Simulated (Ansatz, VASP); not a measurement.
## Cu in VASP and in Ansatz

```
Cu
1.0
     2.69428    0.00000    0.00000
    -1.34714    2.33331    0.00000
     0.00000    0.00000   22.60390
Cu
6
Direct
  0.00000 0.00000 0.37383
  0.66667 0.33333 0.29000
  0.33333 0.66667 0.45793
  0.00000 0.00000 0.62617
  0.66667 0.33333 0.54207
  0.33333 0.66667 0.71000
```

Change from the starting cell: strain +0.080 along x and y, -0.080 along z, atoms carried along.

Alike in both runs: task single point; functional PBEsol; k mesh 24 × 24 × 2; occupations gaussian, width 0.15 eV; no spin polarisation.

|  | VASP | Ansatz |
| --- | --- | --- |
| version | VASP 6.6.1 | Ansatz 0.2.0 |
| potentials or method | VASP PAW PBE potentials, release 64 (Cu), cutoff 520 eV | scalar-relativistic, plane waves, PAW |
| valence electrons in the cell | 66 | 114 |

|  | VASP | Ansatz | Ansatz less VASP |
| --- | --- | --- | --- |
| gap on the k mesh at the Fermi level (eV) | none | none | - |
| rms of the force components (eV/Å) | 0.064 | 0.059 | -0.0055 |

VASP's potentials were made for PBE, not for PBEsol. Atom by atom the forces differ by 0.010 eV/Å (rms over components). A gap of «none» marks a metal or a gap that the smearing closes. The functional is the same, so the differences come from potentials, cutoffs and numerics. VASP's potentials hold 66 valence electrons a cell and Ansatz's 114, so a difference there can come from the potentials and not from the codes.
